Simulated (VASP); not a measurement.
# Rb (P6_3/mmc) in VASP: further runs

The runs below take Rb through relaxation of cell and atoms, single point, with LDA.

All numbers are computed with VASP 6.6.1; they aren't measurements. Logs are shortened: lines on timing, memory, paths and dates and some standing lists are left out, and cuts for length are marked.

**1. The cell of the first run**

It takes space group P6_3/mmc (No. 194, hexagonal). Conventional cell: a = 4.976 Å, b = 4.976 Å, c = 8.125 Å, α = 90.00°, β = 90.00°, γ = 120.00°.

This isn't the form of Rb at room conditions, which is bcc.

**2. Relaxation of cell and atoms, LDA**

The input, INCAR:

```
SYSTEM = Rb
ALGO     = Normal         ! electronic algorithm
EDIFF    = 1E-6           ! SCF threshold, eV
EDIFFG   = -0.01          ! ionic threshold
ENCUT    = 600            ! plane-wave cutoff, eV
GGA      = CA             ! functional
IBRION   = 2              ! ionic algorithm
ISIF     = 3              ! what is computed and relaxed
ISMEAR   = -1             ! smearing method
LASPH    = .True.         ! aspherical terms in the spheres
LCHARG   = .False.        ! write CHGCAR
LREAL    = .False.        ! projectors in reciprocal space
LWAVE    = .False.        ! write WAVECAR
NELM     = 100            ! most SCF steps
NSW      = 80             ! ionic steps
PREC     = Accurate       ! precision mode
SIGMA    = 0.1            ! smearing width, eV
```

The input, KPOINTS:

```
k-points
0
Gamma
  7 7 4
  0 0 0
```

The input, POSCAR:

```
Rb
1.0
    4.9756623956      0.0000000000      0.0000000000
   -2.4878311978      4.3090500353      0.0000000000
    0.0000000000      0.0000000000      8.1252566921
Rb
2
Direct
    0.3333333333      0.6666666667      0.2500000000
    0.6666666667      0.3333333333      0.7500000000
```

Potentials or basis: VASP PAW LDA potentials, release 64 (Rb_sv).

Command:

```bash
cat potpaw_LDA.64/Rb_sv/POTCAR > POTCAR
mpirun -np 1 vasp_std > vasp.out
```

OUTCAR:

```text
SYSTEM = Rb
   EDIFF = 1E-6
   EDIFFG = -0.01
   ENCUT = 600
   GGA = CA
   IBRION = 2
   ISIF = 3
   ISMEAR = -1
   LASPH = .True.
   LREAL = .False.
   NELM = 100
   NSW = 80
   PREC = Accurate

 ion  position               nearest neighbor table
   1  0.333  0.667  0.250-   2 4.98   2 4.98   2 4.98   2 4.98   2 4.98   2 4.98
   2  0.667  0.333  0.750-   1 4.98   1 4.98   1 4.98   1 4.98   1 4.98   1 4.98

  LATTYP: Found a hexagonal cell.
 ALAT       =     4.9756623956
 C/A-ratio  =     1.6330000000

  Lattice vectors:

 A1 = (   4.9756623956,   0.0000000000,   0.0000000000)
 A2 = (  -2.4878311978,   4.3090500353,   0.0000000000)
 A3 = (   0.0000000000,   0.0000000000,   8.1252566921)

Analysis of symmetry for initial positions (statically):
=====================================================================
 Subroutine PRICEL returns:
 Original cell was already a primitive cell.

 Routine SETGRP: Setting up the symmetry group for a
 hexagonal supercell.

 Subroutine GETGRP returns: Found 24 space group operations
 (whereof 12 operations were pure point group operations)
 out of a pool of 24 trial point group operations.

The static configuration has the point symmetry D_3d.
 The point group associated with its full space group is D_6h.

Analysis of symmetry for dynamics (positions and initial velocities):
=====================================================================
 Subroutine PRICEL returns:
 Original cell was already a primitive cell.

 Routine SETGRP: Setting up the symmetry group for a
 hexagonal supercell.

 Subroutine GETGRP returns: Found 24 space group operations
 (whereof 12 operations were pure point group operations)
 out of a pool of 24 trial point group operations.

The dynamic configuration has the point symmetry D_3d.
 The point group associated with its full space group is D_6h.

 Subroutine INISYM returns: Found 24 space group operations
 (whereof 12 operations are pure point group operations),
 and found     1 'primitive' translations

----------------------------------------------------------------------------------------

                                     Primitive cell

  volume of cell :     174.2086

  direct lattice vectors                    reciprocal lattice vectors
     4.975662396  0.000000000  0.000000000     0.200978266  0.116034856  0.000000000
    -2.487831198  4.309050035  0.000000000     0.000000000  0.232069712  0.000000000
     0.000000000  0.000000000  8.125256692     0.000000000  0.000000000  0.123073035

  length of vectors
     4.975662396  4.975662396  8.125256692     0.232069712  0.232069712  0.123073035

  position of ions in fractional coordinates (direct lattice)
     0.333333333  0.666666667  0.250000000
     0.666666667  0.333333333  0.750000000

  ion indices of the primitive-cell ions
   primitive index   ion index
                 1           1
                 2           2

----------------------------------------------------------------------------------------

 KPOINTS: k-points

Automatic generation of k-mesh.
 Grid dimensions read from file:
 generate k-points for:    7    7    4

 Generating k-lattice:

  Cartesian coordinates                     Fractional coordinates (reciprocal lattice)
     0.028711181  0.016576408  0.000000000     0.142857143  0.000000000  0.000000000
     0.000000000  0.033152816  0.000000000     0.000000000  0.142857143  0.000000000
     0.000000000  0.000000000  0.030768259     0.000000000  0.000000000  0.250000000

  Length of vectors
     0.033152816  0.033152816  0.030768259

  Shift w.r.t. Gamma in fractional coordinates (k-lattice)
     0.000000000  0.000000000  0.000000000

 Subroutine IBZKPT returns following result:
 ===========================================

 Found     24 irreducible k-points:

 Following reciprocal coordinates:
            Coordinates               Weight
  0.000000  0.000000  0.000000      1.000000
  0.142857 -0.000000  0.000000      6.000000
  0.285714  0.000000  0.000000      6.000000
  0.428571 -0.000000  0.000000      6.000000
  0.142857  0.142857  0.000000      6.000000
  0.285714  0.142857  0.000000     12.000000
[... 16 lines left out ...]
  0.428571  0.142857  0.500000      6.000000
  0.285714  0.285714  0.500000      6.000000
   k-points           NKPTS =     24   k-points in BZ     NKDIM =     24   number of bands    NBANDS=     13
   number of dos      NEDOS =    301   number of ions     NIONS =      2
   total plane-waves  NPLWV = 112000
   dimension x,y,z NGX =    40 NGY =   40 NGZ =   70
   dimension x,y,z NGXF=    80 NGYF=   80 NGZF=  140
   ions per type =               2
   NGX,Y,Z   is equivalent  to a cutoff of  13.36, 13.36, 14.32 a.u.
   NGXF,Y,Z  is equivalent  to a cutoff of  26.73, 26.73, 28.64 a.u.
 SYSTEM =  Rb
   PREC   = accura    normal or accurate (medium, high low for compatibility)
   ISTART =      0    job   : 0-new  1-cont  2-samecut
   ICHARG =      2    charge: 1-file 2-atom 10-const
   ISPIN  =      1    spin polarized calculation?
   LNONCOLLINEAR =      F non collinear calculations
   LSORBIT =      F    spin-orbit coupling
   LASPH  =      T    aspherical Exc in radial PAW
   ENCUT  =  600.0 eV  44.10 Ry    6.64 a.u.   9.94  9.94 16.23*2*pi/ulx,y,z
   NELM   =    100;   NELMIN=  2; NELMDL= -5     # of ELM steps
   EDIFF  = 0.1E-05   stopping-criterion for ELM
   LREAL  =      F    real-space projection
   EDIFFG = -.1E-01   stopping-criterion for IOM
   NSW    =     80    number of steps for IOM
   IBRION =      2    ionic relax: 0-MD 1-quasi-New 2-CG
   NFREE  =      1    steps in history (QN), initial steepest desc. (CG)
   ISIF   =      3    stress and relaxation
   ISYM   =      2    0-nonsym 1-usesym 2-fastsym
   POTIM  = 0.5000    time-step for ionic-motion
   TEBEG  =    0.0;   TEEND  =   0.0 temperature during run
   PSTRESS=    0.0 pullay stress
   NELECT =      18.0000    total number of electrons
   NUPDOWN=      -1.0000    fix difference up-down
   EMIN   =  10.00;   EMAX   =-10.00  energy-range for DOS
   EFERMI =   0.00;   METHOD = LEGACY
   ISMEAR =    -1;   SIGMA  =   0.10  broadening in eV -4-tet -1-fermi 0-gaus
   EFERMI_NEDOS =   21; number of points for ismear=-14 and -15
   IALGO  =     38    algorithm
   IMIX   =      4    mixing-type and parameters
     AMIX     =   0.40;   BMIX     =  1.00
     AMIX_MAG =   1.60;   BMIX_MAG =  1.00
  volume/ion in A,a.u.               =      87.10       587.81
  Fermi-wavevector in a.u.,A,eV,Ry     =   0.768203  1.451693  8.029279  0.590135
  Thomas-Fermi vector in A             =   1.868925
   LORBIT       =      0    0 simple, 1 ext, 2 COOP (PROOUT), +10 PAW based schemes
   GGA     = CA    functional components
   LHFCALC =     F    Hartree Fock is set to
   AEXX    =    0.0000 exact exchange contribution
   IVDW    =     0    specifies the selected vdW correction
   LEPSILON=     F    determine dielectric tensor
   LRPA    =     F    only Hartree local field effects (RPA)
 conjugate gradient relaxation of ions
 non-spin polarized calculation
  energy-cutoff  :      600.00
  volume of cell :      174.21
 maximum number of plane-waves:      5840
 NGX is ok and might be reduce to    40
   NGX = 19   NGY = 19   NGZ = 33

--------------------------------------- Ionic step        1  -------------------------------------------

 number of electron      18.0000000 magnetization

 Free energy of the ion-electron system (eV)
  ---------------------------------------------------
  ext. energy  EPLUGINS =         0.00000000
  ---------------------------------------------------
  free energy    TOTEN  =        -2.13460596 eV

  energy without entropy =       -2.07770394  energy(sigma->0) =       -2.10615495

------------------------ aborting loop because EDIFF is reached ----------------------------------------

  FORCE on cell =-STRESS in cart. coord.  units (eV):
  Direction    XX          YY          ZZ          XY          YZ          ZX
  --------------------------------------------------------------------------------------
  -------------------------------------------------------------------------------------
  Total       -0.3665561     -0.3665561     -0.3101202      0.0000000      0.0000000      0.0000000
  in kB       -3.3711769     -3.3711769     -2.8521420      0.0000000      0.0000000      0.0000000
  external PRESSURE =      -3.1981653 kB  Pullay stress =       0.0000000 kB
[... 21 lines left out ...]
  energy  without entropy=       -2.0777039395  energy(sigma->0) =       -2.10615495

--------------------------------------- Ionic step        2  -------------------------------------------

 number of electron      18.0000000 magnetization

 E-fermi :  -0.0552     XC(G=0):  -5.8546

 val. band max:       -0.0969411803   @ k =   0.1429   0.1429   0.2500
 cond. band min:       0.0154119542   @ k =   0.0000   0.0000   0.0000
 fundamental gap:      0.1123531345
 Fermi energy:        -0.0551729183

 k-point     1 :       0.0000    0.0000    0.0000
  band No.  band energies     occupation
      1     -28.8082      2.00000
      2     -28.8028      2.00000
      3     -13.0256      2.00000
      4     -12.9191      2.00000
      5     -12.9191      2.00000
      6     -12.9024      2.00000
      7     -12.9024      2.00000
      8     -12.9019      2.00000
      9      -2.1335      2.00000
     10       0.0154      0.66103
     11       0.7050      0.00100
     12       3.4078      0.00000
     13       3.4108      0.00000
[... 579 lines left out ...]
  energy  without entropy=       -2.1000904907  energy(sigma->0) =       -2.12756364

--------------------------------------- Ionic step        8  -------------------------------------------

 number of electron      18.0000000 magnetization

 Free energy of the ion-electron system (eV)
  ---------------------------------------------------
  ext. energy  EPLUGINS =         0.00000000
  ---------------------------------------------------
  free energy    TOTEN  =        -2.15506482 eV

  energy without entropy =       -2.10017066  energy(sigma->0) =       -2.12761774

 E-fermi :   0.1556     XC(G=0):  -6.0889

 val. band max:        0.1125027944   @ k =   0.1429   0.1429   0.2500
 cond. band min:       0.1859510421   @ k =   0.0000   0.0000   0.0000
 fundamental gap:      0.0734482477
 Fermi energy:         0.1556489506

 k-point     1 :       0.0000    0.0000    0.0000
  band No.  band energies     occupation
      1     -28.5599      2.00000
      2     -28.5519      2.00000
      3     -12.8050      2.00000
      4     -12.6618      2.00000
      5     -12.6618      2.00000
      6     -12.6412      2.00000
      7     -12.6405      2.00000
      8     -12.6405      2.00000
      9      -2.0464      2.00000
     10       0.1860      0.84964
     11       0.9624      0.00063
     12       3.6944      0.00000
     13       3.6944      0.00000
[... 395 lines left out ...]
  FREE ENERGIE OF THE ION-ELECTRON SYSTEM (eV)
  ---------------------------------------------------
  free  energy   TOTEN  =        -2.1550648223 eV

  energy  without entropy=       -2.1001706649  energy(sigma->0) =       -2.12761774

 reached required accuracy - stopping structural energy minimisation
```

It took 2.2 min on 1 thread of Intel Xeon 6975P-C (Granite Rapids), shared host; peak memory 0.29 GiB.

What came out:

```
Free energy                           : -2.1551 eV
Relaxed volume                        : 77.86 Å³/atom
Relaxed cell                          : a = 4.781 Å, b = 4.781 Å, c = 7.867 Å, α = 90.00°, β = 90.00°, γ = 120.00°
Space group after relaxing (to 0.1 Å) : P6_3/mmc (No. 194)
Energy gained by relaxing             : 10.2 meV/atom
Ionic steps                           : 8
Pressure after relaxing               : 0.0 GPa
Band gap on the k mesh                : zero (bands 9 and 10 overlap by 2.11 eV)
```

The path:
| step | energy change (eV) | largest force (eV/Å) | pressure (GPa) | volume (Å³) |
| --- | --- | --- | --- | --- |
| 1 | 0.0000 | 0.0000 | -0.32 | 174.21 |
| 2 | -0.0079 | 0.0000 | -0.25 | 169.86 |
| 3 | -0.0171 | 0.0000 | -0.14 | 162.76 |
| 4 | -0.0172 | 0.0000 | 0.16 | 149.15 |
| 5 | -0.0204 | 0.0000 | -0.02 | 156.13 |
| 6 | -0.0204 | 0.0000 | 0.00 | 155.34 |
| 7 | -0.0204 | 0.0000 | 0.00 | 155.70 |
| 8 | -0.0205 | 0.0000 | 0.00 | 155.71 |

Final structure:
```yaml
crystal:
  lattice:
    - [4.78081, 0.00000, 0.00000]
    - [-2.39040, 4.14030, 0.00000]
    - [0.00000, 0.00000, 7.86654]
  atoms:
    - { symbol: Rb, position: [0.33333, 0.66667, 0.25000] }
    - { symbol: Rb, position: [0.66667, 0.33333, 0.75000] }
```

Levels at points of the mesh, in eV from the Fermi level:
```csv
k point,band 7,band 8,band 9,band 10,band 11,band 12
"(0.00, 0.00, 0.00)",-12.80,-12.80,-2.20,0.03,0.81,3.54
"(0.00, 0.00, 0.50)",-12.81,-12.81,-1.44,-1.44,2.34,2.34
```

**3. Single point, LDA**

This run uses another cell than the first one, of 78.10 Å³/atom.

The input, INCAR:

```
PREC = Accurate
ENCUT = 520
EDIFF = 1E-6
ISMEAR = -1
SIGMA = 0.1
LREAL = False
LASPH = True
NELM = 60
ALGO = Normal
ISIF = 2
LWAVE = False
LCHARG = False
GGA = CA
NBANDS = 16
```

The input, KPOINTS:

```
Automatic mesh
0
Gamma
  13 13 7
```

The input, POSCAR:

```
Rb
1.0
    4.7824335642      0.0000000000      0.0000000000
   -2.3912167821      4.1417089585      0.0000000000
    0.0000000000      0.0000000000      7.8859862605
Rb
2
Direct
    0.3333333333      0.6666666667      0.2500000000
    0.6666666667      0.3333333333      0.7500000000
```

Potentials or basis: VASP PAW LDA potentials, release 64 (Rb_sv).

Command:

```bash
cat potpaw_LDA.64/Rb_sv/POTCAR > POTCAR
mpirun -np 1 vasp_std > vasp.out
```

Run time: 60 s. Hardware: 1 thread of Intel Xeon 6975P-C (Granite Rapids), shared host; peak memory 0.31 GiB.

It converged, with:

```
Free energy            : -2.1515 eV
Pressure               : 0.0 GPa
Band gap on the k mesh : zero (bands 9 and 10 overlap by 2.04 eV)
```

Levels at points of the mesh, in eV from the Fermi level:
| k point | band 5 | band 6 | band 7 | band 8 | band 9 | band 10 | band 11 | band 12 | band 13 | band 14 |
| --- | --- | --- | --- | --- | --- | --- | --- | --- | --- | --- |
| (0.00, 0.00, 0.00) | -12.81 | -12.79 | -12.79 | -12.79 | -2.19 | 0.03 | 0.80 | 3.54 | 3.55 | 3.55 |
